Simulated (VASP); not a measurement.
# PbS (R3m) in VASP: notebook

The runs below take PbS through single point, with PBE.

Everything below comes from runs of VASP 6.6.1. Logs are shortened: lines on timing, memory, paths and dates and some standing lists are left out, and cuts for length are marked.

## (1) The cell of the first run

The structure is trigonal, space group R3m (No. 160). Conventional cell: a = 4.197 Å, b = 4.197 Å, c = 10.286 Å, α = 90.00°, β = 90.00°, γ = 120.00°. Within 3.9 Å of Pb (site symmetry 3m) lie 6 S at 2.94 to 3.00 Å. Within 3.9 Å of S (site symmetry 3m) lie 6 Pb at 2.94 to 3.00 Å.

## (2) Single point, PBE (volume scaled by 0.98)

The input, INCAR:

```
SYSTEM = PbS
  PREC = Accurate
  ENCUT = 520
  EDIFF = 1E-6
  ISMEAR = -1
  SIGMA = 0.05
  LREAL = .FALSE.
  LASPH = .TRUE.
  NELM = 80
  ALGO = Normal
  ISIF = 2
  LWAVE = .FALSE.
  LCHARG = .FALSE.
  GGA = PE
  NBANDS = 17
```

The input, KPOINTS:

```
Automatic mesh
0
G
  8 8 8
  0 0 0
```

The input, POSCAR:

```
PbS
1.0
    2.0984823409      1.2115593444      3.4287483306
   -2.0984823409      1.2115593444      3.4287483306
    0.0000000000     -2.4231186889      3.4287483306
Pb S
1 1
Direct
    0.9805657800      0.9805657800      0.9805657800
    0.4750355500      0.4750355500      0.4750355500
```

Potentials or basis: VASP PAW PBE potentials, release 64 (Pb_d, S).

Started as:

```sh
> cat potpaw_PBE.64/Pb_d/POTCAR potpaw_PBE.64/S/POTCAR > POTCAR
> mpirun -np 1 vasp_std > vasp.out
```

OUTCAR:

```text
SYSTEM = PbS
   PREC = Accurate
   ENCUT = 520
   EDIFF = 1E-6
   ISMEAR = -1
   LREAL = .FALSE.
   LASPH = .TRUE.
   NELM = 80
   ISIF = 2
   GGA = PE

 ion  position               nearest neighbor table
   1  0.981  0.981  0.981-   2 2.94   2 2.94   2 2.94   2 3.00   2 3.00   2 3.00
   2  0.475  0.475  0.475-   1 2.94   1 2.94   1 2.94   1 3.00   1 3.00   1 3.00

  LATTYP: Found a trigonal (rhomboedric) cell.
 ALAT       =     4.1985496656
 COS(alpha) =     0.5003774362

  Lattice vectors:

 A1 = (   2.0984823409,   1.2115593444,   3.4287483306)
 A2 = (  -2.0984823409,   1.2115593444,   3.4287483306)
 A3 = (   0.0000000000,  -2.4231186889,   3.4287483306)

Analysis of symmetry for initial positions (statically):
=====================================================================
 Subroutine PRICEL returns:
 Original cell was already a primitive cell.

 Routine SETGRP: Setting up the symmetry group for a
 trigonal (rhombohedral) supercell.

 Subroutine GETGRP returns: Found  6 space group operations
 (whereof  6 operations were pure point group operations)
 out of a pool of 12 trial point group operations.

The static configuration has the point symmetry C_3v.

Analysis of symmetry for dynamics (positions and initial velocities):
=====================================================================
 Subroutine PRICEL returns:
 Original cell was already a primitive cell.

 Routine SETGRP: Setting up the symmetry group for a
 trigonal (rhombohedral) supercell.

 Subroutine GETGRP returns: Found  6 space group operations
 (whereof  6 operations were pure point group operations)
 out of a pool of 12 trial point group operations.

The dynamic configuration has the point symmetry C_3v.

 Subroutine INISYM returns: Found  6 space group operations
 (whereof  6 operations are pure point group operations),
 and found     1 'primitive' translations

----------------------------------------------------------------------------------------

                                     Primitive cell

  volume of cell :      52.3042

  direct lattice vectors                    reciprocal lattice vectors
     2.098482341  1.211559344  3.428748331     0.238267433  0.137563766  0.097217206
    -2.098482341  1.211559344  3.428748331    -0.238267433  0.137563766  0.097217206
     0.000000000 -2.423118689  3.428748331     0.000000000 -0.275127533  0.097217206

  length of vectors
     4.198549666  4.198549666  4.198549666     0.291798466  0.291798466  0.291798466

  position of ions in fractional coordinates (direct lattice)
     0.980565780  0.980565780  0.980565780
     0.475035550  0.475035550  0.475035550

  ion indices of the primitive-cell ions
   primitive index   ion index
                 1           1
                 2           2

----------------------------------------------------------------------------------------

 KPOINTS: Automatic mesh

Automatic generation of k-mesh.
 Grid dimensions read from file:
 generate k-points for:    8    8    8

 Generating k-lattice:

  Cartesian coordinates                     Fractional coordinates (reciprocal lattice)
     0.029783429  0.017195471  0.012152151     0.125000000 -0.000000000  0.000000000
    -0.029783429  0.017195471  0.012152151    -0.000000000  0.125000000  0.000000000
     0.000000000 -0.034390942  0.012152151     0.000000000  0.000000000  0.125000000

  Length of vectors
     0.036474808  0.036474808  0.036474808

  Shift w.r.t. Gamma in fractional coordinates (k-lattice)
     0.000000000  0.000000000  0.000000000

 Subroutine IBZKPT returns following result:
 ===========================================

 Found     65 irreducible k-points:

 Following reciprocal coordinates:
            Coordinates               Weight
  0.000000  0.000000  0.000000      1.000000
  0.125000 -0.000000 -0.000000      6.000000
  0.250000 -0.000000 -0.000000      6.000000
  0.375000  0.000000  0.000000      6.000000
  0.500000 -0.000000 -0.000000      3.000000
  0.125000  0.125000  0.000000      6.000000
[... 16 lines left out ...]
  0.250000  0.125000  0.125000      6.000000
  0.375000  0.125000  0.125000      6.000000
 [... further k-points ...]
   k-points           NKPTS =     65   k-points in BZ     NKDIM =     65   number of bands    NBANDS=     17
   number of dos      NEDOS =    301   number of ions     NIONS =      2
   total plane-waves  NPLWV =  32768
   dimension x,y,z NGX =    32 NGY =   32 NGZ =   32
   dimension x,y,z NGXF=    64 NGYF=   64 NGZF=   64
   ions per type =               1   1
   NGX,Y,Z   is equivalent  to a cutoff of  12.67, 12.67, 12.67 a.u.
   NGXF,Y,Z  is equivalent  to a cutoff of  25.34, 25.34, 25.34 a.u.
 SYSTEM =  PbS
   PREC   = accura    normal or accurate (medium, high low for compatibility)
   ISTART =      0    job   : 0-new  1-cont  2-samecut
   ICHARG =      2    charge: 1-file 2-atom 10-const
   ISPIN  =      1    spin polarized calculation?
   LNONCOLLINEAR =      F non collinear calculations
   LSORBIT =      F    spin-orbit coupling
   LASPH  =      T    aspherical Exc in radial PAW
   ENCUT  =  520.0 eV  38.22 Ry    6.18 a.u.   7.81  7.81  7.81*2*pi/ulx,y,z
   NELM   =     80;   NELMIN=  2; NELMDL= -5     # of ELM steps
   EDIFF  = 0.1E-05   stopping-criterion for ELM
   LREAL  =      F    real-space projection
   EDIFFG = 0.1E-04   stopping-criterion for IOM
   NSW    =      0    number of steps for IOM
   IBRION =     -1    ionic relax: 0-MD 1-quasi-New 2-CG
   NFREE  =      0    steps in history (QN), initial steepest desc. (CG)
   ISIF   =      2    stress and relaxation
   ISYM   =      2    0-nonsym 1-usesym 2-fastsym
   POTIM  = 0.5000    time-step for ionic-motion
   TEBEG  =    0.0;   TEEND  =   0.0 temperature during run
   PSTRESS=    0.0 pullay stress
   NELECT =      20.0000    total number of electrons
   NUPDOWN=      -1.0000    fix difference up-down
   EMIN   =  10.00;   EMAX   =-10.00  energy-range for DOS
   EFERMI =   0.00;   METHOD = LEGACY
   ISMEAR =    -1;   SIGMA  =   0.05  broadening in eV -4-tet -1-fermi 0-gaus
   EFERMI_NEDOS =   21; number of points for ismear=-14 and -15
   IALGO  =     38    algorithm
   IMIX   =      4    mixing-type and parameters
     AMIX     =   0.40;   BMIX     =  1.00
     AMIX_MAG =   1.60;   BMIX_MAG =  1.00
  volume/ion in A,a.u.               =      26.15       176.48
  Fermi-wavevector in a.u.,A,eV,Ry     =   1.188245  2.245457 19.210411  1.411925
  Thomas-Fermi vector in A             =   2.324378
   LORBIT       =      0    0 simple, 1 ext, 2 COOP (PROOUT), +10 PAW based schemes
   GGA     = PE    functional components
   LHFCALC =     F    Hartree Fock is set to
   AEXX    =    0.0000 exact exchange contribution
   IVDW    =     0    specifies the selected vdW correction
   LEPSILON=     F    determine dielectric tensor
   LRPA    =     F    only Hartree local field effects (RPA)
 non-spin polarized calculation
  energy-cutoff  :      520.00
  volume of cell :       52.30
 maximum number of plane-waves:      1424
   NGX = 15   NGY = 15   NGZ = 15

 number of electron      20.0000002 magnetization

 Free energy of the ion-electron system (eV)
  ---------------------------------------------------
  ext. energy  EPLUGINS =         0.00000000
  ---------------------------------------------------
  free energy    TOTEN  =        -8.75705032 eV

  energy without entropy =       -8.75691572  energy(sigma->0) =       -8.75698302

 E-fermi :   5.9745     XC(G=0):  -9.6699

 val. band max:        5.7792561211   @ k =   0.5000  -0.0000  -0.0000
 cond. band min:       6.1696412757   @ k =   0.5000  -0.0000  -0.0000
 fundamental gap:      0.3903851546
 Fermi energy:         5.9744535158

 k-point     1 :       0.0000    0.0000    0.0000
  band No.  band energies     occupation
      1     -11.0295      2.00000
      2     -11.0292      2.00000
      3     -11.0292      2.00000
      4     -11.0132      2.00000
      5     -11.0132      2.00000
      6      -7.7899      2.00000
[... 9 lines left out ...]
     16      12.5581      0.00000
     17      14.4551      0.00000

 k-point     2 :       0.1250   -0.0000   -0.0000
  band No.  band energies     occupation
      1     -11.0286      2.00000
      2     -11.0266      2.00000
      3     -11.0263      2.00000
      4     -11.0139      2.00000
      5     -11.0139      2.00000
      6      -7.6572      2.00000
[... 9 lines left out ...]
     16      12.9094      0.00000
     17      15.6448      0.00000

 k-point     3 :       0.2500   -0.0000   -0.0000
  band No.  band energies     occupation
      1     -11.0329      2.00000
      2     -11.0324      2.00000
      3     -11.0270      2.00000
      4     -11.0026      2.00000
      5     -11.0024      2.00000
      6      -7.2886      2.00000
[... 9 lines left out ...]
     16      13.7441      0.00000
     17      17.6680      0.00000

 k-point     4 :       0.3750    0.0000    0.0000
  band No.  band energies     occupation
      1     -11.0430      2.00000
      2     -11.0423      2.00000
      3     -11.0262      2.00000
      4     -10.9874      2.00000
      5     -10.9870      2.00000
      6      -6.8106      2.00000
[... 9 lines left out ...]
     16      14.9688      0.00000
     17      17.5758      0.00000

 k-point     5 :       0.5000   -0.0000   -0.0000
  band No.  band energies     occupation
      1     -11.0473      2.00000
      2     -11.0465      2.00000
      3     -11.0260      2.00000
      4     -10.9809      2.00000
      5     -10.9805      2.00000
      6      -6.5533      2.00000
[... 9 lines left out ...]
     16      15.9172      0.00000
     17      16.3345      0.00000

 k-point     6 :       0.1250    0.1250    0.0000
  band No.  band energies     occupation
      1     -11.0330      2.00000
      2     -11.0256      2.00000
      3     -11.0208      2.00000
      4     -11.0207      2.00000
      5     -11.0094      2.00000
      6      -7.6109      2.00000
[... 9 lines left out ...]
     16      13.6711      0.00000
     17      15.1001      0.00000

 k-point     7 :       0.2500    0.1250    0.0000
  band No.  band energies     occupation
      1     -11.0418      2.00000
      2     -11.0328      2.00000
      3     -11.0200      2.00000
      4     -11.0105      2.00000
      5     -10.9994      2.00000
      6      -7.3155      2.00000
[... 9 lines left out ...]
     16      14.4695      0.00000
     17      16.3728      0.00000

 k-point     8 :       0.3750    0.1250    0.0000
  band No.  band energies     occupation
      1     -11.0561      2.00000
      2     -11.0297      2.00000
      3     -11.0267      2.00000
      4     -10.9997      2.00000
      5     -10.9849      2.00000
      6      -6.8616      2.00000
[... 9 lines left out ...]
     16      15.5299      0.00000
     17      17.5195      0.00000
[... 203 lines left out ...]
      1     -11.1472      2.00000
      2     -11.0476      2.00000
      3     -10.9946      2.00000
      4     -10.9757      2.00000
      5     -10.9724      2.00000
      6      -6.1995      2.00000
[... 9 lines left out ...]
     16      17.3680      0.00000
     17      17.5457      0.00000

 k-point    20 :      -0.3750    0.3750    0.0000
  band No.  band energies     occupation
      1     -11.1267      2.00000
      2     -11.0324      2.00000
      3     -11.0060      2.00000
      4     -10.9858      2.00000
      5     -10.9770      2.00000
      6      -6.1346      2.00000
[... 9 lines left out ...]
     16      16.7148      0.00000
     17      18.3904      0.00000

 k-point    21 :       0.5000    0.5000    0.0000
  band No.  band energies     occupation
      1     -11.1662      2.00000
      2     -11.0545      2.00000
      3     -10.9875      2.00000
      4     -10.9689      2.00000
      5     -10.9688      2.00000
      6      -6.1274      2.00000
[... 9 lines left out ...]
     16      18.0378      0.00000
     17      18.1079      0.00000

 k-point    22 :       0.1250    0.1250    0.1250
  band No.  band energies     occupation
      1     -11.0288      2.00000
      2     -11.0264      2.00000
      3     -11.0264      2.00000
      4     -11.0138      2.00000
      5     -11.0138      2.00000
      6      -7.6577      2.00000
[... 9 lines left out ...]
     16      12.9018      0.00000
     17      15.6439      0.00000

 k-point    23 :       0.2500    0.1250    0.1250
  band No.  band energies     occupation
      1     -11.0288      2.00000
      2     -11.0273      2.00000
      3     -11.0239      2.00000
      4     -11.0195      2.00000
      5     -11.0043      2.00000
      6      -7.4437      2.00000
[... 9 lines left out ...]
     16      14.0379      0.00000
     17      15.3508      0.00000

 k-point    24 :       0.3750    0.1250    0.1250
  band No.  band energies     occupation
      1     -11.0401      2.00000
      2     -11.0337      2.00000
      3     -11.0247      2.00000
      4     -11.0042      2.00000
      5     -10.9939      2.00000
      6      -7.0259      2.00000
[... 9 lines left out ...]
     16      15.3924      0.00000
     17      16.6583      0.00000

 [... further k-points ...]
[... 5 lines left out ...]
  --------------------------------------------------------------------------------------
  -------------------------------------------------------------------------------------
  Total        0.6621396      0.6621396      0.6655374     -0.0000000     -0.0000000      0.0000000
  in kB       20.2825840     20.2825840     20.3866654     -0.0000000     -0.0000000      0.0000000
  external PRESSURE =      20.3172778 kB  Pullay stress =       0.0000000 kB

 VOLUME and BASIS-vectors are now :
 -----------------------------------------------------------------------------
  energy-cutoff  :      520.00
  volume of cell :       52.30
      direct lattice vectors                 reciprocal lattice vectors
     2.098482341  1.211559344  3.428748331     0.238267433  0.137563766  0.097217206
    -2.098482341  1.211559344  3.428748331    -0.238267433  0.137563766  0.097217206
     0.000000000 -2.423118689  3.428748331     0.000000000 -0.275127533  0.097217206

 POSITION                                       TOTAL-FORCE (eV/Angst)
 -----------------------------------------------------------------------------------
      0.00000     -0.00000     10.08634         0.000000      0.000000     -0.030200
      0.00000     -0.00000      4.88633         0.000000     -0.000000      0.030200
 -----------------------------------------------------------------------------------
    total drift:                                0.000000     -0.000000     -0.000016

  FREE ENERGIE OF THE ION-ELECTRON SYSTEM (eV)
  ---------------------------------------------------
  free  energy   TOTEN  =        -8.7570503168 eV

  energy  without entropy=       -8.7569157165  energy(sigma->0) =       -8.75698302
```

Wall time 18 s (1 thread of Intel Xeon Platinum 8559C (Emerald Rapids), shared host); peak memory 0.2 GiB.

What came out:

| Item | Value |
| --- | --- |
| Free energy | -8.7571 eV |
| Pressure | 2.0 GPa |
| Largest force | 0.030 eV/Å |
| Band gap on the k mesh | 0.39 eV, direct |

Forces on the atoms (eV/Å):
```
Pb   0.000  0.000 -0.030
S    0.000  0.000  0.030
```

Caveat: the cell differs from its parent crystal (volume scaled by 0.98); spin-orbit coupling is left out, which moves the levels of the heavy elements. A k mesh can miss the band edges.

## (3) Single point, PBE

This run uses another cell than the first one, of 26.69 Å³/atom, 1.020 times its volume.

The input, INCAR:

```
PREC     = Accurate       # precision mode
ENCUT    = 520            # plane-wave cutoff, eV
EDIFF    = 1E-6           # SCF threshold, eV
ISMEAR   = -1             # smearing method
SIGMA    = 0.05           # smearing width, eV
LREAL    = False          # projectors in reciprocal space
LASPH    = True           # aspherical terms in the spheres
NELM     = 100            # most SCF steps
ALGO     = Normal         # electronic algorithm
ISIF     = 2              # what is computed and relaxed
LWAVE    = False          # write WAVECAR
LCHARG   = True           # write CHGCAR
GGA      = PE             # functional
LELF     = True           # ELF
LVHAR    = True         
NBANDS   = 17             # bands
```

The input, KPOINTS:

```
regular mesh
0
Gamma
  8 8 8
```

The input, POSCAR:

```
PbS
1.0
    2.1126617058      1.2197458045      3.4519162518
   -2.1126617058      1.2197458045      3.4519162518
    0.0000000000     -2.4394916091      3.4519162518
Pb S
1 1
Direct
    0.9805657800      0.9805657800      0.9805657800
    0.4750355500      0.4750355500      0.4750355500
```

Potentials or basis: VASP PAW PBE potentials, release 64 (Pb_d, S).

Started as:

```sh
> cat potpaw_PBE.64/Pb_d/POTCAR potpaw_PBE.64/S/POTCAR > POTCAR
> mpirun -np 1 vasp_std > vasp.out
```

OUTCAR:

```text
PREC = Accurate
   ENCUT = 520
   EDIFF = 1E-6
   ISMEAR = -1
   LREAL = False
   LASPH = True
   NELM = 100
   ISIF = 2
   GGA = PE

 ion  position               nearest neighbor table
   1  0.981  0.981  0.981-   2 2.96   2 2.96   2 2.96   2 3.02   2 3.02   2 3.02
   2  0.475  0.475  0.475-   1 2.96   1 2.96   1 2.96   1 3.02   1 3.02   1 3.02

  LATTYP: Found a trigonal (rhomboedric) cell.
 ALAT       =     4.2269191050
 COS(alpha) =     0.5003774362

  Lattice vectors:

 A1 = (   2.1126617058,   1.2197458045,   3.4519162518)
 A2 = (  -2.1126617058,   1.2197458045,   3.4519162518)
[... 647 lines left out ...]
      4     -11.2374      2.00000
      5     -11.2275      2.00000
      6      -7.1367      2.00000
[... 9 lines left out ...]
     16      15.1343      0.00000
     17      16.3352      0.00000

 [... further k-points ...]
[... 5 lines left out ...]
  --------------------------------------------------------------------------------------
  -------------------------------------------------------------------------------------
  Total        0.2775881      0.2775881      0.2825530      0.0000000     -0.0000000      0.0000000
  in kB        8.3329854      8.3329854      8.4820278      0.0000000     -0.0000000      0.0000000
  external PRESSURE =       8.3826662 kB  Pullay stress =       0.0000000 kB

 VOLUME and BASIS-vectors are now :
 -----------------------------------------------------------------------------
  energy-cutoff  :      520.00
  volume of cell :       53.37
      direct lattice vectors                 reciprocal lattice vectors
     2.112661706  1.219745805  3.451916252     0.236668274  0.136640492  0.096564722
    -2.112661706  1.219745805  3.451916252    -0.236668274  0.136640492  0.096564722
     0.000000000 -2.439491609  3.451916252     0.000000000 -0.273280984  0.096564722

 POSITION                                       TOTAL-FORCE (eV/Angst)
 -----------------------------------------------------------------------------------
      0.00000     -0.00000     10.15449         0.000000      0.000000     -0.019320
      0.00000     -0.00000      4.91935         0.000000     -0.000000      0.019320
 -----------------------------------------------------------------------------------
    total drift:                                0.000000     -0.000000     -0.000032

  FREE ENERGIE OF THE ION-ELECTRON SYSTEM (eV)
  ---------------------------------------------------
  free  energy   TOTEN  =        -8.7670773127 eV

  energy  without entropy=       -8.7669989887  energy(sigma->0) =       -8.76703815
```

OSZICAR:

```text
N       E                     dE             d eps       ncg     rms          rms(c)
DAV:   1     0.154183899489E+03    0.15418E+03   -0.93835E+03  2218   0.127E+03
DAV:   2     0.297443824461E+01   -0.15121E+03   -0.14560E+03  2377   0.314E+02
DAV:   3    -0.895410310771E+01   -0.11929E+02   -0.11837E+02  2814   0.916E+01
DAV:   4    -0.925810864372E+01   -0.30401E+00   -0.30363E+00  2838   0.159E+01
DAV:   5    -0.926874882999E+01   -0.10640E-01   -0.10639E-01  3234   0.295E+00    0.449E+00
DAV:   6    -0.876241952171E+01    0.50633E+00   -0.14568E+00  3407   0.800E+00    0.314E+00
DAV:   7    -0.876367131977E+01   -0.12518E-02   -0.14511E-01  2628   0.189E+00    0.183E+00
DAV:   8    -0.876748111090E+01   -0.38098E-02   -0.17443E-02  2524   0.140E+00    0.314E-01
DAV:   9    -0.876686531034E+01    0.61580E-03   -0.38825E-03  3480   0.532E-01    0.867E-02
DAV:  10    -0.876706809012E+01   -0.20278E-03   -0.39987E-04  2520   0.114E-01    0.589E-02
DAV:  11    -0.876707643371E+01   -0.83436E-05   -0.56287E-05  2998   0.803E-02    0.150E-02
DAV:  12    -0.876707731275E+01   -0.87904E-06   -0.39146E-06  2854   0.203E-02
   1 F= -.87670773E+01 E0= -.87670382E+01  d E =-.783241E-04
```

It took 22 s on 1 thread of Intel Xeon Platinum 8559C (Emerald Rapids), shared host; peak memory 0.2 GiB.

Results:

```yaml
Free_energy: -8.7671 eV
Pressure: 0.8 GPa
Largest_force: 0.019 eV/Å
Band_gap_on_the_k_mesh: 0.46 eV, direct
```

Forces on the atoms (eV/Å):
```
Pb   0.000  0.000 -0.019
S    0.000  0.000  0.019
```

Caveat: spin-orbit coupling is left out, which moves the levels of the heavy elements.

[end of part 1 of 2]
